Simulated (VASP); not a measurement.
# AlNi (P4/mmm) in VASP: notebook

AlNi is run at these levels: PBEsol; tasks: single point.

All numbers are computed with VASP 6.6.1; they aren't measurements. Logs are shortened: lines on timing, memory, paths and dates and some standing lists are left out, and cuts for length are marked.

## 1. The cell of the first run

The structure is tetragonal, space group P4/mmm (No. 123). The conventional cell has a = 2.649 Å, b = 2.649 Å, c = 2.869 Å, α = 90.00°, β = 90.00°, γ = 90.00°. Al (site symmetry 4/mmm) has 8 Ni at 2.36 Å and 6 Al at 2.65 to 2.87 Å within 3.1 Å. Within 3.1 Å of Ni (site symmetry 4/mmm) lie 8 Al at 2.36 Å and 6 Ni at 2.65 to 2.87 Å.

## 2. Single point, PBEsol (normal strain along x -0.0733, normal strain along y -0.0733)

The input, INCAR:

```
SYSTEM = AlNi
PREC = Accurate
ENCUT = 520
EDIFF = 1E-6
ISMEAR = 0
SIGMA = 0.15
LREAL = .FALSE.
LASPH = .TRUE.
NELM = 60
ALGO = Fast
ISIF = 2
LWAVE = .FALSE.
LCHARG = .FALSE.
GGA = PS
NBANDS = 14
```

The input, KPOINTS:

```
Automatic mesh
0
G
  16 16 16
  0 0 0
```

The input, POSCAR:

```
AlNi
1.0
    1.8730457086     -1.8729959351      0.0000000000
    1.8730457086      1.8729959351      0.0000000000
    0.0000000000      0.0000000000      2.8688666979
Al Ni
1 1
Direct
    0.0000000000      0.0000000000      0.0000000000
    0.5000000000      0.5000000000      0.5000000000
```

Potentials or basis: VASP PAW PBE potentials, release 64 (Al, Ni).

The run is started by

```bash
$ cat potpaw_PBE.64/Al/POTCAR potpaw_PBE.64/Ni/POTCAR > POTCAR
$ mpirun -np 1 vasp_std > vasp.out
```

OUTCAR:

```text
SYSTEM = AlNi
   PREC = Accurate
   ENCUT = 520
   EDIFF = 1E-6
   ISMEAR = 0
   LREAL = .FALSE.
   LASPH = .TRUE.
   NELM = 60
   ISIF = 2
   GGA = PS

 ion  position               nearest neighbor table
   1  0.000  0.000  0.000-   2 2.36   2 2.36   2 2.36   2 2.36   2 2.36   2 2.36   2 2.36   2 2.36

   2  0.500  0.500  0.500-   1 2.36   1 2.36   1 2.36   1 2.36   1 2.36   1 2.36   1 2.36   1 2.36

  LATTYP: Found a base centered orthorhombic cell.
 ALAT       =     3.7459918702
 B/A-ratio  =     1.0000265743
 C/A-ratio  =     0.7658496861

  Lattice vectors:

 A1 = (  -1.8730457086,  -1.8729959351,   0.0000000000)
 A2 = (   1.8730457086,  -1.8729959351,   0.0000000000)
 A3 = (   0.0000000000,   0.0000000000,   2.8688666979)

Analysis of symmetry for initial positions (statically):
=====================================================================
 Subroutine PRICEL returns:
 Original cell was already a primitive cell.

 Routine SETGRP: Setting up the symmetry group for a
 base centered orthorhombic supercell.

 Subroutine GETGRP returns: Found  8 space group operations
 (whereof  8 operations were pure point group operations)
 out of a pool of  8 trial point group operations.

The static configuration has the point symmetry D_2h.

Analysis of symmetry for dynamics (positions and initial velocities):
=====================================================================
 Subroutine PRICEL returns:
 Original cell was already a primitive cell.

 Routine SETGRP: Setting up the symmetry group for a
 base centered orthorhombic supercell.

 Subroutine GETGRP returns: Found  8 space group operations
 (whereof  8 operations were pure point group operations)
 out of a pool of  8 trial point group operations.

The dynamic configuration has the point symmetry D_2h.

 Subroutine INISYM returns: Found  8 space group operations
 (whereof  8 operations are pure point group operations),
 and found     1 'primitive' translations

----------------------------------------------------------------------------------------

                                     Primitive cell

  volume of cell :      20.1292

  direct lattice vectors                    reciprocal lattice vectors
     1.873045709 -1.872995935  0.000000000     0.266944900 -0.266951994  0.000000000
     1.873045709  1.872995935  0.000000000     0.266944900  0.266951994  0.000000000
     0.000000000  0.000000000  2.868866698     0.000000000  0.000000000  0.348569699

  length of vectors
     2.648851449  2.648851449  2.868866698     0.377522115  0.377522115  0.348569699

  position of ions in fractional coordinates (direct lattice)
     0.000000000  0.000000000  0.000000000
     0.500000000  0.500000000  0.500000000

  ion indices of the primitive-cell ions
   primitive index   ion index
                 1           1
                 2           2

----------------------------------------------------------------------------------------

 KPOINTS: Automatic mesh

Automatic generation of k-mesh.
 Grid dimensions read from file:
 generate k-points for:   16   16   16

 Generating k-lattice:

  Cartesian coordinates                     Fractional coordinates (reciprocal lattice)
     0.016684056 -0.016684500  0.000000000     0.062500000  0.000000000  0.000000000
     0.016684056  0.016684500  0.000000000     0.000000000  0.062500000  0.000000000
     0.000000000  0.000000000  0.021785606     0.000000000  0.000000000  0.062500000

  Length of vectors
     0.023595132  0.023595132  0.021785606

  Shift w.r.t. Gamma in fractional coordinates (k-lattice)
     0.000000000  0.000000000  0.000000000

 Subroutine IBZKPT returns following result:
 ===========================================

 Found    657 irreducible k-points:

 Following reciprocal coordinates:
            Coordinates               Weight
  0.000000  0.000000  0.000000      1.000000
  0.062500  0.000000  0.000000      4.000000
  0.125000  0.000000  0.000000      4.000000
  0.187500 -0.000000  0.000000      4.000000
  0.250000  0.000000  0.000000      4.000000
[... 46 lines left out ...]
 fundamental gap:      0.0120361649
 Fermi energy:        12.3640446663

 k-point     1 :       0.0000    0.0000    0.0000
  band No.  band energies     occupation
      1      -0.1041      2.00000
      2       8.1117      2.00000
      3       8.2247      2.00000
      4      10.3451      2.00000
      5      10.3452      2.00000
      6      10.6053      2.00000
      7      16.5953      0.00000
      8      19.7459      0.00000
      9      19.7460      0.00000
     10      20.5349      0.00000
     11      21.3918      0.00000
     12      29.6501      0.00000
     13      34.7802      0.00000
     14      34.7806      0.00000

 k-point     2 :       0.0625    0.0000    0.0000
  band No.  band energies     occupation
      1      -0.0184      2.00000
      2       8.1347      2.00000
      3       8.2347      2.00000
      4      10.2871      2.00000
      5      10.3506      2.00000
      6      10.5662      2.00000
      7      16.7211      0.00000
      8      18.5712      0.00000
      9      19.8525      0.00000
     10      20.6362      0.00000
     11      22.3456      0.00000
     12      29.9631      0.00000
     13      33.6058      0.00000
     14      34.7850      0.00000

 k-point     3 :       0.1250    0.0000    0.0000
  band No.  band energies     occupation
      1       0.2373      2.00000
      2       8.1867      2.00000
      3       8.2646      2.00000
      4      10.1303      2.00000
      5      10.3662      2.00000
      6      10.4575      2.00000
      7      16.8983      0.00000
      8      17.0817      0.00000
      9      20.1635      0.00000
     10      20.6539      0.00000
     11      23.6435      0.00000
     12      30.9025      0.00000
     13      31.8576      0.00000
     14      34.2070      0.00000
[... 324 lines left out ...]
 k-point    23 :      -0.1250    0.0625    0.0000
  band No.  band energies     occupation
      1       0.3221      2.00000
      2       8.2101      2.00000
      3       8.2782      2.00000
      4      10.1320      2.00000
      5      10.3154      2.00000
      6      10.4123      2.00000
      7      16.9300      0.00000
      8      17.2044      0.00000
      9      19.0160      0.00000
     10      21.2464      0.00000
     11      24.2393      0.00000
     12      31.0937      0.00000
     13      31.8875      0.00000
     14      33.0590      0.00000

 k-point    24 :      -0.0625    0.0625    0.0000
  band No.  band energies     occupation
      1       0.0671      2.00000
      2       8.1575      2.00000
      3       8.2458      2.00000
      4      10.2756      2.00000
      5      10.3107      2.00000
      6      10.5253      2.00000
      7      16.8459      0.00000
      8      18.3890      0.00000
      9      18.9664      0.00000
     10      21.0474      0.00000
     11      23.0144      0.00000
     12      30.2460      0.00000
     13      33.3978      0.00000
     14      33.9679      0.00000

 [... further k-points ...]

------------------------ aborting loop because EDIFF is reached ----------------------------------------

  FORCE on cell =-STRESS in cart. coord.  units (eV):
  Direction    XX          YY          ZZ          XY          YZ          ZX
  --------------------------------------------------------------------------------------
  -------------------------------------------------------------------------------------
  Total        5.0217173      5.0228962      4.0638759      0.0000000      0.0000000      0.0000000
  in kB      399.7028694    399.7967085    323.4636243      0.0000000      0.0000000      0.0000000
  external PRESSURE =     374.3210674 kB  Pullay stress =       0.0000000 kB

 VOLUME and BASIS-vectors are now :
 -----------------------------------------------------------------------------
  energy-cutoff  :      520.00
  volume of cell :       20.13
      direct lattice vectors                 reciprocal lattice vectors
     1.873045709 -1.872995935  0.000000000     0.266944900 -0.266951994  0.000000000
     1.873045709  1.872995935  0.000000000     0.266944900  0.266951994  0.000000000
     0.000000000  0.000000000  2.868866698     0.000000000  0.000000000  0.348569699

 POSITION                                       TOTAL-FORCE (eV/Angst)
 -----------------------------------------------------------------------------------
      0.00000      0.00000      0.00000         0.000000      0.000000      0.000000
      1.87305      0.00000      1.43443        -0.000000     -0.000000      0.000000
 -----------------------------------------------------------------------------------
    total drift:                                0.000000      0.000000      0.000000

  FREE ENERGIE OF THE ION-ELECTRON SYSTEM (eV)
  ---------------------------------------------------
  free  energy   TOTEN  =       -11.2261454129 eV

  energy  without entropy=      -11.2165442924  energy(sigma->0) =      -11.22134485
```

It took 64 s on 1 thread of Intel Xeon 6975P-C (Granite Rapids), shared host; peak memory 0.28 GiB.

What came out:

| Item | Value |
| --- | --- |
| Free energy | -11.2261 eV |
| Pressure | 37.4 GPa |
| Band gap on the k mesh | zero (an odd number of electrons rules out a gap without spin polarisation) |

Levels at points of the mesh, in eV from the Fermi level:
```csv
k point,band 3,band 4,band 5,band 6,band 7,band 8,band 9,band 10,band 11,band 12
"(0.00, 0.00, 0.00)",-4.14,-2.02,-2.02,-1.76,4.23,7.38,7.38,8.17,9.03,17.29
"(0.50, 0.00, 0.00)",-3.52,-3.20,-2.65,-1.87,-0.51,8.29,9.09,11.37,11.97,13.96
"(0.50, 0.50, 0.00)",-2.94,-2.94,-2.93,-2.93,-1.12,2.33,3.96,12.92,15.42,15.42
"(0.00, 0.00, 0.50)",-3.67,-2.65,-2.65,-1.69,-1.25,8.51,11.68,11.68,13.01,13.01
"(0.50, 0.00, 0.50)",-3.77,-3.35,-2.55,-2.46,-1.40,1.60,3.08,15.15,16.73,17.44
"(0.50, 0.50, 0.50)",-5.02,-1.37,-1.09,1.67,1.94,1.94,4.96,4.97,5.38,5.90
```

Caveat: the cell differs from its parent crystal (normal strain along x -0.0733, normal strain along y -0.0733); the cell stands under pressure; the PAW data sets were made with another functional, which shifts forces and pressure a little. Spin polarisation is off, so any magnetic state and its effect on volume and gap are missing.

## 3. Single point, PBEsol (normal strain along x -0.0367, normal strain along y -0.0367)

The input, INCAR:

```
PREC = Accurate
ENCUT = 520
EDIFF = 1E-6
ISMEAR = 0
SIGMA = 0.15
LREAL = F
LASPH = T
NELM = 80
ALGO = Fast
ISIF = 2
LWAVE = F
LCHARG = F
GGA = PS
NBANDS = 14
```

The input, KPOINTS:

```
regular mesh
0
Gamma
  16 16 16
```

The input, POSCAR:

```
AlNi
1.0
    1.9470216155     -1.9469698762      0.0000000000
    1.9470216155      1.9469698762      0.0000000000
    0.0000000000      0.0000000000      2.8688666979
Al Ni
1 1
Direct
    0.0000000000      0.0000000000      0.0000000000
    0.5000000000      0.5000000000      0.5000000000
```

Potentials or basis: VASP PAW PBE potentials, release 64 (Al, Ni).

The run is started by

```bash
$ cat potpaw_PBE.64/Al/POTCAR potpaw_PBE.64/Ni/POTCAR > POTCAR
$ mpirun -np 1 vasp_std > vasp.out
```

Run time: 65 s. Hardware: 1 thread of Intel Xeon 6975P-C (Granite Rapids), shared host; peak memory 0.29 GiB.

Results (log left out):

| Item | Value |
| --- | --- |
| Free energy | -11.5061 eV |
| Pressure | 15.7 GPa |
| Band gap on the k mesh | zero (an odd number of electrons rules out a gap without spin polarisation) |

Stress tensor (GPa, compression positive):
```
17.00  0.00  0.00
 0.00 17.01  0.00
 0.00  0.00 13.16
```

Levels at points of the mesh, in eV from the Fermi level:
| k point | band 3 | band 4 | band 5 | band 6 | band 7 | band 8 | band 9 | band 10 | band 11 | band 12 |
| --- | --- | --- | --- | --- | --- | --- | --- | --- | --- | --- |
| (0.00, 0.00, 0.00) | -3.70 | -1.78 | -1.78 | -1.66 | 4.90 | 6.45 | 6.45 | 8.23 | 8.63 | 15.58 |
| (0.50, 0.00, 0.00) | -3.14 | -2.72 | -2.45 | -1.67 | -0.58 | 8.36 | 9.58 | 11.01 | 11.20 | 12.47 |
| (0.50, 0.50, 0.00) | -2.94 | -2.94 | -2.50 | -2.50 | -1.07 | 1.91 | 3.25 | 12.68 | 15.32 | 15.32 |
| (0.00, 0.00, 0.50) | -3.22 | -2.46 | -2.46 | -1.57 | -0.93 | 8.42 | 10.86 | 10.86 | 12.01 | 12.01 |
| (0.50, 0.00, 0.50) | -3.34 | -3.13 | -2.32 | -2.28 | -1.19 | 1.53 | 2.84 | 13.76 | 15.99 | 16.44 |
| (0.50, 0.50, 0.50) | -4.58 | -1.17 | -1.04 | 1.84 | 1.95 | 1.95 | 4.61 | 4.75 | 4.76 | 5.22 |

Caveat: the cell differs from its parent crystal (normal strain along x -0.0367, normal strain along y -0.0367); the cell stands under pressure; the PAW data sets were made with another functional, which shifts forces and pressure a little. Spin polarisation is off, so any magnetic state and its effect on volume and gap are missing.

## 4. Single point, PBEsol (normal strain along x +0.0367, normal strain along y +0.0367)

The input, INCAR:

```
  PREC = Accurate
  ENCUT = 520
  EDIFF = 1E-6
  ISMEAR = 0
  SIGMA = 0.15
  LREAL = False
  LASPH = True
  NELM = 100
  ALGO = Fast
  ISIF = 2
  LWAVE = False
  LCHARG = True
  GGA = PS
  LELF = True
  LVHAR = True
  NBANDS = 14
```

The input, KPOINTS:

```
Automatic mesh
0
Gamma
  16 16 16
```

The input, POSCAR:

```
AlNi
1.0
    2.0953776693     -2.0953219876      0.0000000000
    2.0953776693      2.0953219876      0.0000000000
    0.0000000000      0.0000000000      2.8688666979
Al Ni
1 1
Direct
    0.0000000000      0.0000000000      0.0000000000
    0.5000000000      0.5000000000      0.5000000000
```

The run is started by

```bash
$ cat potpaw_PBE.64/Al/POTCAR potpaw_PBE.64/Ni/POTCAR > POTCAR
$ mpirun -np 1 vasp_std > vasp.out
```

It took 65 s on 1 thread of Intel Xeon 6975P-C (Granite Rapids), shared host; peak memory 0.33 GiB.

The run converged. Its results:

```
Free energy            : -11.5273 eV
Pressure               : -10.6 GPa
Band gap on the k mesh : zero (an odd number of electrons rules out a gap without spin polarisation)
```

Stress tensor (GPa, compression positive):
```
-11.46   0.00   0.00
  0.00 -11.46   0.00
  0.00   0.00  -8.96
```

Levels at points of the mesh, in eV from the Fermi level:
| k point | band 4 | band 5 | band 6 | band 7 | band 8 | band 9 | band 10 | band 11 |
| --- | --- | --- | --- | --- | --- | --- | --- | --- |
| (0.00, 0.00, 0.00) | -1.50 | -1.41 | -1.41 | 4.91 | 4.91 | 6.04 | 7.84 | 8.05 |
| (0.50, 0.00, 0.00) | -2.16 | -1.99 | -1.34 | -0.69 | 8.19 | 9.34 | 9.99 | 10.41 |
| (0.50, 0.50, 0.00) | -2.87 | -1.85 | -1.85 | -1.00 | 1.17 | 2.07 | 12.24 | 15.18 |
| (0.00, 0.00, 0.50) | -2.15 | -2.15 | -1.40 | -0.47 | 8.24 | 9.47 | 9.48 | 10.31 |
| (0.50, 0.00, 0.50) | -2.59 | -1.99 | -1.96 | -0.93 | 1.48 | 2.34 | 11.48 | 14.34 |
| (0.50, 0.50, 0.50) | -0.96 | -0.89 | 2.01 | 2.01 | 2.06 | 3.28 | 4.03 | 4.36 |

Caveat: the cell differs from its parent crystal (normal strain along x +0.0367, normal strain along y +0.0367); the cell stands under tension; the PAW data sets were made with another functional, which shifts forces and pressure a little. Spin polarisation is off, so any magnetic state and its effect on volume and gap are missing.

## 5. Single point, PBEsol (normal strain along x +0.0733, normal strain along y +0.0733)

The input, INCAR:

```
SYSTEM = AlNi
PREC = Accurate
ENCUT = 520
EDIFF = 1E-6
ISMEAR = 0
SIGMA = 0.15
LREAL = .False.
LASPH = .True.
NELM = 80
ALGO = Fast
ISIF = 2
LWAVE = .False.
LCHARG = .False.
GGA = PS
NBANDS = 14
```

The input, KPOINTS:

```
regular mesh
0
Gamma
  16 16 16
  0 0 0
```

The input, POSCAR:

```
AlNi
1.0
    2.1693535762     -2.1692959287      0.0000000000
    2.1693535762      2.1692959287      0.0000000000
    0.0000000000      0.0000000000      2.8688666979
Al Ni
1 1
Direct
    0.0000000000      0.0000000000      0.0000000000
    0.5000000000      0.5000000000      0.5000000000
```

The run is started by

```bash
$ cat potpaw_PBE.64/Al/POTCAR potpaw_PBE.64/Ni/POTCAR > POTCAR
$ mpirun -np 1 vasp_std > vasp.out
```

Wall time 72 s (1 thread of Intel Xeon 6975P-C (Granite Rapids), shared host); peak memory 0.35 GiB.

The run converged. Its results:

```
Free energy            : -11.3538 eV
Pressure               : -17.7 GPa
Band gap on the k mesh : zero (an odd number of electrons rules out a gap without spin polarisation)
```

Stress tensor (GPa, compression positive):
```
-19.13   0.00   0.00
  0.00 -19.13   0.00
  0.00   0.00 -14.96
```

Levels at points of the mesh, in eV from the Fermi level:
| k point | band 3 | band 4 | band 5 | band 6 | band 7 | band 8 | band 9 | band 10 | band 11 | band 12 |
| --- | --- | --- | --- | --- | --- | --- | --- | --- | --- | --- |
| (0.00, 0.00, 0.00) | -2.71 | -1.43 | -1.26 | -1.26 | 4.29 | 4.29 | 6.53 | 7.48 | 7.73 | 11.96 |
| (0.50, 0.00, 0.00) | -2.37 | -2.04 | -1.71 | -1.20 | -0.72 | 7.97 | 8.63 | 8.97 | 10.78 | 10.82 |
| (0.50, 0.50, 0.00) | -2.81 | -2.81 | -1.60 | -1.60 | -0.96 | 0.86 | 1.61 | 12.04 | 14.83 | 15.15 |
| (0.00, 0.00, 0.50) | -2.24 | -2.02 | -2.02 | -1.32 | -0.31 | 8.17 | 8.91 | 8.91 | 9.59 | 9.59 |
| (0.50, 0.00, 0.50) | -2.58 | -2.25 | -1.87 | -1.81 | -0.86 | 1.49 | 2.10 | 10.55 | 13.45 | 13.65 |
| (0.50, 0.50, 0.50) | -3.52 | -0.92 | -0.79 | 2.06 | 2.06 | 2.15 | 2.73 | 3.52 | 4.19 | 4.19 |

Caveat: the cell differs from its parent crystal (normal strain along x +0.0733, normal strain along y +0.0733); the cell stands under tension; the PAW data sets were made with another functional, which shifts forces and pressure a little. Spin polarisation is off, so any magnetic state and its effect on volume and gap are missing.

## 6. Overview

```csv
cell,gap on the mesh (eV),pressure (GPa)
"a = 2.649, b = 2.649, c = 2.869 Å, 2 atoms",none,37.4
"a = 2.753, b = 2.753, c = 2.869 Å, 2 atoms",none,15.7
"a = 2.963, b = 2.963, c = 2.869 Å, 2 atoms",none,-10.6
"a = 3.068, b = 3.068, c = 2.869 Å, 2 atoms",none,-17.7
```

Alike in all rows: task single point; level PBEsol; potentials or basis VASP PAW PBE potentials, release 64 (Al, Ni); no spin polarisation; k mesh 16 × 16 × 16; cutoff (eV) 520; smearing gaussian 0.15 eV.

Caveats: the PAW data sets were made with another functional, which shifts forces and pressure a little; the cell stands under pressure (at least some runs); the cell stands under tension (at least some runs).

Absolute energies hang on the potentials; compare differences alone.
